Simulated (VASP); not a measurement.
A run of VASP 6.6.1:

File INCAR:

```
ALGO = Normal ; EDIFF = 1E-6
ENCUT = 520 ; GGA = PE
ISIF = 2 ; ISMEAR = 0
LASPH = T ; LCHARG = T
LELF = T ; LREAL = F
LVHAR = T ; LWAVE = F
NBANDS = 36 ; NELM = 100
PREC = Accurate ; SIGMA = 0.15
```

KPOINTS

```
k-points
0
Gamma
  18 18 2
```

The input POSCAR:

```
C
1.0
    2.4948994160      0.0000000000      0.0000000000
   -1.2474497080      2.1606462742      0.0000000000
    0.0000000000      0.0000000000     32.3162834291
C
12
Direct
    0.6666666667      0.3333333333      0.9805841193
    0.6666666667      0.3333333333      0.4752331672
    0.6666666667      0.3333333333      0.7561001628
    0.6666666667      0.3333333333      0.2507492107
    0.0000000000      0.0000000000      0.6156666650
    0.3333333333      0.6666666667      0.2561001628
    0.0000000000      0.0000000000      0.1156666650
    0.6666666667      0.3333333333      0.6156666650
    0.3333333333      0.6666666667      0.7507492107
    0.3333333333      0.6666666667      0.1156666650
    0.3333333333      0.6666666667      0.4805841193
    0.3333333333      0.6666666667      0.9752331672
```

Potentials or basis: VASP PAW PBE potentials, release 64 (C).

Command:

```sh
$ cat potpaw_PBE.64/C/POTCAR > POTCAR
$ mpirun -np 1 vasp_std > vasp.out
```

Hardware: 1 thread of AMD EPYC 7R13 (shared host).

How long does it take, and how much memory?

Run time: 9.4 min on 1 thread of AMD EPYC 7R13 (shared host), peak memory 0.49 GiB. Counts: scf iterations 16, k points 74.
